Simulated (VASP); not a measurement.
A run of VASP 6.6.1:

The input POSCAR:

```
AlN
1.0
    0.0000000000      2.0292193185      2.0292193185
    2.0292193185      0.0000000000      2.0292193185
    2.0292193185      2.0292193185      0.0000000000
Al N
1 1
Direct
    0.0000000000      0.0000000000      0.0000000000
    0.5000000000      0.5000000000      0.5000000000
```

The input INCAR.step1:

```
SYSTEM = AlN
ALGO     = Normal         ! electronic algorithm
EDIFF    = 1E-5           ! SCF threshold, eV
ENCUT    = 660            ! plane-wave cutoff, eV
GGA      = PE             ! functional
GGA_COMPAT= .FALSE.      
ISMEAR   = 0              ! smearing method
LASPH    = .TRUE.         ! aspherical terms in the spheres
LCHARG   = .FALSE.        ! write CHGCAR
LREAL    = .FALSE.        ! projectors in reciprocal space
LWAVE    = .TRUE.         ! write WAVECAR
NBANDS   = 11             ! bands
NELM     = 120            ! most SCF steps
PREC     = Accurate       ! precision mode
SIGMA    = 0.01           ! smearing width, eV
```

Contents of INCAR.step2:

```
SYSTEM = AlN
ALGO     = Normal         ! electronic algorithm
EDIFF    = 1E-6           ! SCF threshold, eV
ENCUT    = 660            ! plane-wave cutoff, eV
GGA_COMPAT= .FALSE.      
ISIF     = 2              ! what is computed and relaxed
ISMEAR   = 0              ! smearing method
ISTART   = 1            
LASPH    = .TRUE.         ! aspherical terms in the spheres
LCHARG   = .FALSE.        ! write CHGCAR
LMIXTAU  = .TRUE.       
LREAL    = .FALSE.        ! projectors in reciprocal space
LWAVE    = .FALSE.        ! write WAVECAR
METAGGA  = R2SCAN         ! meta-GGA
NBANDS   = 11             ! bands
NELM     = 120            ! most SCF steps
PREC     = Accurate       ! precision mode
SIGMA    = 0.01           ! smearing width, eV
```

Contents of KPOINTS:

```
k-points
0
G
  10 10 10
  0 0 0
```

Potentials or basis: VASP PAW PBE potentials, release 64 (Al, N).

Run with:

```console
$ cat potpaw_PBE.64/Al/POTCAR potpaw_PBE.64/N/POTCAR > POTCAR
$ cp INCAR.step1 INCAR
$ mpirun -np 1 vasp_std > vasp.out
$ cp INCAR.step2 INCAR
$ mpirun -np 1 vasp_std > vasp.out
```

Hardware: 1 thread of Intel Xeon 8259CL (shared host).

**Question.** How long does it take, and how much memory?

**Answer.** It took 48 s on 1 thread of Intel Xeon 8259CL, on a shared host, peak memory 0.14 GiB. Counts: k points 47.
